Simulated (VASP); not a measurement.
**Ge: single point with r2SCAN**

Ge:

```xyz
2
Lattice="0.0000 2.7621 2.7621 2.7621 0.0000 2.7621 2.7621 2.7621 0.0000" Properties=species:S:1:pos:R:3 pbc="T T T"
Ge    2.7621    2.7621    2.7621
Ge    4.1431    4.1431    4.1431
```

* Program: VASP 6.6.1
* Task: single point
* Functional: r2SCAN
* Potentials or basis: VASP PAW PBE potentials, release 64 (Ge_d)
* Cutoff: 520 eV
* k mesh: 14 × 14 × 14
* Occupations: gaussian, width 0.01 eV
* Spin: no spin polarisation

| Property | Result |
| --- | --- |
| Pressure | 7.1 GPa |
| Band gap on the k mesh | 0.68 eV, indirect (least direct gap 1.11 eV) |

Levels at points of the mesh, in eV from the valence-band top:
| k point | band 11 | band 12 | band 13 | band 14 | band 15 | band 16 | band 17 | band 18 |
| --- | --- | --- | --- | --- | --- | --- | --- | --- |
| (0.00, 0.00, 0.00) | -13.90 | 0.00 | 0.00 | 0.00 | 1.11 | 2.73 | 2.73 | 2.73 |
| (0.50, 0.00, 0.00) | -11.51 | -8.24 | -1.61 | -1.61 | 0.69 | 4.03 | 4.03 | 7.70 |
| (0.50, 0.50, 0.00) | -9.52 | -9.52 | -3.50 | -3.50 | 0.88 | 0.88 | 10.74 | 10.74 |

It took 2.7 min on 1 thread of Intel(R) Xeon(R) 6975P-C (Granite Rapids), on a shared host, peak memory 0.21 GiB.

Caveat: the PAW data sets were made with another functional, which shifts forces and pressure a little. r2SCAN opens gaps a little over a GGA but as a rule still falls short of measured ones.
